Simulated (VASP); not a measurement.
# AlN (sol) (P6_3mc) in VASP: a series of runs

The runs below take AlN (sol) through single point, with PBEsol.

Program: VASP 6.6.1. These are calculated values, not measurements. Logs are shortened: lines on timing, memory, paths and dates and some standing lists are left out, and cuts for length are marked.

### Step 1. The cell of the first run

It takes space group P6_3mc (No. 186, hexagonal). The conventional cell has a = 3.112 Å, b = 3.112 Å, c = 4.982 Å, α = 90.00°, β = 90.00°, γ = 120.00°. Al (site symmetry 3m) has 4 N at 1.89 to 1.90 Å within 2.5 Å. N (site symmetry 3m) has 4 Al at 1.89 to 1.90 Å within 2.5 Å.

### Step 2. Single point, PBEsol

Input file INCAR:

```
  ALGO = Normal
  EDIFF = 1E-6
  ENCUT = 520
  GGA = PS
  ISIF = 2
  ISMEAR = 0
  LASPH = True
  LCHARG = False
  LREAL = False
  LWAVE = False
  NBANDS = 16
  NELM = 60
  PREC = Accurate
  SIGMA = 0.1
```

Input file KPOINTS:

```
k-points
0
Gamma
  6 6 4
```

Input file POSCAR:

```
AlN
1.0
    3.1120000000      0.0000000000      0.0000000000
   -1.5560000000      2.6950710566      0.0000000000
    0.0000000000      0.0000000000      4.9820000000
Al N
2 2
Direct
    0.3333333333      0.6666666667      0.0000000000
    0.6666666667      0.3333333333      0.5000000000
    0.3333333333      0.6666666667      0.3820000000
    0.6666666667      0.3333333333      0.8820000000
```

Potentials or basis: VASP PAW PBE potentials, release 64 (Al, N).

On the command line:

```bash
$ cat potpaw_PBE.64/Al/POTCAR potpaw_PBE.64/N/POTCAR > POTCAR
$ mpirun -np 1 vasp_std > vasp.out
```

OUTCAR:

```text
EDIFF = 1E-6
   ENCUT = 520
   GGA = PS
   ISIF = 2
   ISMEAR = 0
   LASPH = True
   LREAL = False
   NELM = 60
   PREC = Accurate

 ion  position               nearest neighbor table
   1  0.333  0.667  0.000-   4 1.89   4 1.89   4 1.89   3 1.90   2 3.07   2 3.07   2 3.07   2 3.07
                             2 3.07   2 3.07
   2  0.667  0.333  0.500-   3 1.89   3 1.89   3 1.89   4 1.90   1 3.07   1 3.07   1 3.07   1 3.07
                             1 3.07   1 3.07
   3  0.333  0.667  0.382-   2 1.89   2 1.89   2 1.89   1 1.90
   4  0.667  0.333  0.882-   1 1.89   1 1.89   1 1.89   2 1.90

  LATTYP: Found a hexagonal cell.
 ALAT       =     3.1120000000
 C/A-ratio  =     1.6008997429

  Lattice vectors:

 A1 = (   3.1120000000,   0.0000000000,   0.0000000000)
 A2 = (  -1.5560000000,   2.6950710566,   0.0000000000)
 A3 = (   0.0000000000,   0.0000000000,   4.9820000000)

Analysis of symmetry for initial positions (statically):
=====================================================================
 Subroutine PRICEL returns:
 Original cell was already a primitive cell.

 Routine SETGRP: Setting up the symmetry group for a
 hexagonal supercell.

 Subroutine GETGRP returns: Found 12 space group operations
 (whereof  6 operations were pure point group operations)
 out of a pool of 24 trial point group operations.

The static configuration has the point symmetry C_3v.
 The point group associated with its full space group is C_6v.

Analysis of symmetry for dynamics (positions and initial velocities):
=====================================================================
 Subroutine PRICEL returns:
 Original cell was already a primitive cell.

 Routine SETGRP: Setting up the symmetry group for a
 hexagonal supercell.

 Subroutine GETGRP returns: Found 12 space group operations
 (whereof  6 operations were pure point group operations)
 out of a pool of 24 trial point group operations.

The dynamic configuration has the point symmetry C_3v.
 The point group associated with its full space group is C_6v.

 Subroutine INISYM returns: Found 12 space group operations
 (whereof  6 operations are pure point group operations),
 and found     1 'primitive' translations

----------------------------------------------------------------------------------------

                                     Primitive cell

  volume of cell :      41.7843

  direct lattice vectors                    reciprocal lattice vectors
     3.112000000  0.000000000  0.000000000     0.321336761  0.185523865  0.000000000
    -1.556000000  2.695071057  0.000000000     0.000000000  0.371047731  0.000000000
     0.000000000  0.000000000  4.982000000     0.000000000  0.000000000  0.200722601

  length of vectors
     3.112000000  3.112000000  4.982000000     0.371047731  0.371047731  0.200722601

  position of ions in fractional coordinates (direct lattice)
     0.333333333  0.666666667  0.000000000
     0.666666667  0.333333333  0.500000000
     0.333333333  0.666666667  0.382000000
     0.666666667  0.333333333  0.882000000

  ion indices of the primitive-cell ions
   primitive index   ion index
                 1           1
                 2           2
                 3           3
                 4           4

----------------------------------------------------------------------------------------

 KPOINTS: k-points

Automatic generation of k-mesh.
 Grid dimensions read from file:
 generate k-points for:    6    6    4

 Generating k-lattice:

  Cartesian coordinates                     Fractional coordinates (reciprocal lattice)
     0.053556127  0.030920644  0.000000000     0.166666667  0.000000000  0.000000000
     0.000000000  0.061841288  0.000000000     0.000000000  0.166666667  0.000000000
     0.000000000  0.000000000  0.050180650     0.000000000  0.000000000  0.250000000

  Length of vectors
     0.061841288  0.061841288  0.050180650

  Shift w.r.t. Gamma in fractional coordinates (k-lattice)
     0.000000000  0.000000000  0.000000000

 Subroutine IBZKPT returns following result:
 ===========================================

 Found     21 irreducible k-points:

 Following reciprocal coordinates:
            Coordinates               Weight
  0.000000  0.000000  0.000000      1.000000
  0.166667 -0.000000  0.000000      6.000000
  0.333333 -0.000000  0.000000      6.000000
  0.500000 -0.000000  0.000000      3.000000
  0.166667  0.166667  0.000000      6.000000
  0.333333  0.166667  0.000000     12.000000
[... 13 lines left out ...]
  0.333333  0.166667  0.500000     12.000000
  0.333333  0.333333  0.500000      2.000000
   k-points           NKPTS =     21   k-points in BZ     NKDIM =     21   number of bands    NBANDS=     16
   number of dos      NEDOS =    301   number of ions     NIONS =      4
   total plane-waves  NPLWV =  23040
   dimension x,y,z NGX =    24 NGY =   24 NGZ =   40
   dimension x,y,z NGXF=    48 NGYF=   48 NGZF=   80
   ions per type =               2   2
   NGX,Y,Z   is equivalent  to a cutoff of  12.82, 12.82, 13.35 a.u.
   NGXF,Y,Z  is equivalent  to a cutoff of  25.64, 25.64, 26.70 a.u.
 SYSTEM =  unknown system
   PREC   = accura    normal or accurate (medium, high low for compatibility)
   ISTART =      0    job   : 0-new  1-cont  2-samecut
   ICHARG =      2    charge: 1-file 2-atom 10-const
   ISPIN  =      1    spin polarized calculation?
   LNONCOLLINEAR =      F non collinear calculations
   LSORBIT =      F    spin-orbit coupling
   LASPH  =      T    aspherical Exc in radial PAW
   ENCUT  =  520.0 eV  38.22 Ry    6.18 a.u.   5.79  5.79  9.26*2*pi/ulx,y,z
   NELM   =     60;   NELMIN=  2; NELMDL= -5     # of ELM steps
   EDIFF  = 0.1E-05   stopping-criterion for ELM
   LREAL  =      F    real-space projection
   EDIFFG = 0.1E-04   stopping-criterion for IOM
   NSW    =      0    number of steps for IOM
   IBRION =     -1    ionic relax: 0-MD 1-quasi-New 2-CG
   NFREE  =      0    steps in history (QN), initial steepest desc. (CG)
   ISIF   =      2    stress and relaxation
   ISYM   =      2    0-nonsym 1-usesym 2-fastsym
   POTIM  = 0.5000    time-step for ionic-motion
   TEBEG  =    0.0;   TEEND  =   0.0 temperature during run
   PSTRESS=    0.0 pullay stress
   NELECT =      16.0000    total number of electrons
   NUPDOWN=      -1.0000    fix difference up-down
   EMIN   =  10.00;   EMAX   =-10.00  energy-range for DOS
   EFERMI =   0.00;   METHOD = LEGACY
   ISMEAR =     0;   SIGMA  =   0.10  broadening in eV -4-tet -1-fermi 0-gaus
   EFERMI_NEDOS =   21; number of points for ismear=-14 and -15
   IALGO  =     38    algorithm
   IMIX   =      4    mixing-type and parameters
     AMIX     =   0.40;   BMIX     =  1.00
     AMIX_MAG =   1.60;   BMIX_MAG =  1.00
  volume/ion in A,a.u.               =      10.45        70.49
  Fermi-wavevector in a.u.,A,eV,Ry     =   1.188804  2.246514 19.228506  1.413255
  Thomas-Fermi vector in A             =   2.324926
   LORBIT       =      0    0 simple, 1 ext, 2 COOP (PROOUT), +10 PAW based schemes
   GGA     = PS    functional components
   LHFCALC =     F    Hartree Fock is set to
   AEXX    =    0.0000 exact exchange contribution
   IVDW    =     0    specifies the selected vdW correction
   LEPSILON=     F    determine dielectric tensor
   LRPA    =     F    only Hartree local field effects (RPA)
 non-spin polarized calculation
 Gauss-broadening in eV      SIGMA  =   0.10
  energy-cutoff  :      520.00
  volume of cell :       41.78
 maximum number of plane-waves:      1152
 NGX is ok and might be reduce to    24
   NGX = 11   NGY = 11   NGZ = 19

 number of electron      15.9999997 magnetization

 Free energy of the ion-electron system (eV)
  ---------------------------------------------------
  ext. energy  EPLUGINS =         0.00000000
  ---------------------------------------------------
  free energy    TOTEN  =       -31.31089335 eV

  energy without entropy =      -31.31089335  energy(sigma->0) =      -31.31089335

 E-fermi :   6.4844     XC(G=0): -11.1056

 val. band max:        6.0653737337   @ k =   0.0000   0.0000   0.0000
 cond. band min:      10.1889894830   @ k =   0.0000   0.0000   0.0000
 fundamental gap:      4.1236157492
 Fermi energy:         6.4844318484

 k-point     1 :       0.0000    0.0000    0.0000
  band No.  band energies     occupation
      1      -9.1047      2.00000
      2      -6.9213      2.00000
      3       0.0079      2.00000
      4       5.1880      2.00000
      5       5.1880      2.00000
      6       5.8419      2.00000
[... 8 lines left out ...]
     15      19.0995      0.00000
     16      19.0995      0.00000

 k-point     2 :       0.1667   -0.0000    0.0000
  band No.  band energies     occupation
      1      -8.7541      2.00000
      2      -6.7308      2.00000
      3       0.4268      2.00000
      4       3.7533      2.00000
      5       4.5442      2.00000
      6       4.7918      2.00000
[... 8 lines left out ...]
     15      18.3168      0.00000
     16      18.7360      0.00000

 k-point     3 :       0.3333   -0.0000    0.0000
  band No.  band energies     occupation
      1      -7.8463      2.00000
      2      -6.3924      2.00000
      3       1.5142      2.00000
      4       1.5841      2.00000
      5       2.7097      2.00000
      6       4.1976      2.00000
[... 8 lines left out ...]
     15      18.0570      0.00000
     16      20.3384      0.00000

 k-point     4 :       0.5000   -0.0000    0.0000
  band No.  band energies     occupation
      1      -7.1068      2.00000
      2      -6.4014      2.00000
      3       0.5562      2.00000
      4       1.8604      2.00000
      5       2.6849      2.00000
      6       3.9503      2.00000
[... 8 lines left out ...]
     15      18.7464      0.00000
     16      21.0805      0.00000
[... 267 lines left out ...]
 k-point    19 :       0.1667    0.1667    0.5000
  band No.  band energies     occupation
      1      -7.3844      2.00000
      2      -7.3844      2.00000
      3       1.8139      2.00000
      4       1.8139      2.00000
      5       4.2044      2.00000
      6       4.2044      2.00000
[... 8 lines left out ...]
     15      18.8892      0.00000
     16      18.8892      0.00000

 k-point    20 :       0.3333    0.1667    0.5000
  band No.  band energies     occupation
      1      -6.7479      2.00000
      2      -6.7479      2.00000
      3       0.8570      2.00000
      4       0.8570      2.00000
      5       3.3987      2.00000
      6       3.3987      2.00000
[... 8 lines left out ...]
     15      19.4006      0.00000
     16      19.4006      0.00000

 k-point    21 :       0.3333    0.3333    0.5000
  band No.  band energies     occupation
      1      -6.5173      2.00000
      2      -6.5173      2.00000
      3       1.1846      2.00000
      4       1.1846      2.00000
      5       2.1420      2.00000
      6       2.1420      2.00000
[... 8 lines left out ...]
     15      19.7327      0.00000
     16      19.7327      0.00000

------------------------ aborting loop because EDIFF is reached ----------------------------------------

  FORCE on cell =-STRESS in cart. coord.  units (eV):
  Direction    XX          YY          ZZ          XY          YZ          ZX
  --------------------------------------------------------------------------------------
  -------------------------------------------------------------------------------------
  Total        0.0740215      0.0740215      0.0333100      0.0000000      0.0000000     -0.0000000
  in kB        2.8382790      2.8382790      1.2772388      0.0000000      0.0000000     -0.0000000
  external PRESSURE =       2.3179323 kB  Pullay stress =       0.0000000 kB

 VOLUME and BASIS-vectors are now :
 -----------------------------------------------------------------------------
  energy-cutoff  :      520.00
  volume of cell :       41.78
      direct lattice vectors                 reciprocal lattice vectors
     3.112000000  0.000000000  0.000000000     0.321336761  0.185523865  0.000000000
    -1.556000000  2.695071057  0.000000000     0.000000000  0.371047731  0.000000000
     0.000000000  0.000000000  4.982000000     0.000000000  0.000000000  0.200722601

 POSITION                                       TOTAL-FORCE (eV/Angst)
 -----------------------------------------------------------------------------------
     -0.00000      1.79671      0.00000         0.000000     -0.000000      0.001955
      1.55600      0.89836      2.49100        -0.000000      0.000000      0.001955
     -0.00000      1.79671      1.90312        -0.000000     -0.000000     -0.001955
      1.55600      0.89836      4.39412        -0.000000      0.000000     -0.001955
 -----------------------------------------------------------------------------------
    total drift:                               -0.000000      0.000000      0.000673

  FREE ENERGIE OF THE ION-ELECTRON SYSTEM (eV)
  ---------------------------------------------------
  free  energy   TOTEN  =       -31.3108933458 eV

  energy  without entropy=      -31.3108933458  energy(sigma->0) =      -31.31089335
```

Wall time 7.8 s (1 thread of AMD EPYC 9R14 (Zen 4), shared host); peak memory 0.12 GiB.

Results:

```yaml
Free_energy: -31.3109 eV
Pressure: 0.2 GPa
Band_gap_on_the_k_mesh: 4.12 eV, direct
```

Stress tensor (GPa, compression positive):
```
0.28 0.00 0.00
0.00 0.28 0.00
0.00 0.00 0.13
```

Caveat: the PAW data sets were made with another functional, which shifts forces and pressure a little.

(Part 1 of 2 ends here.)
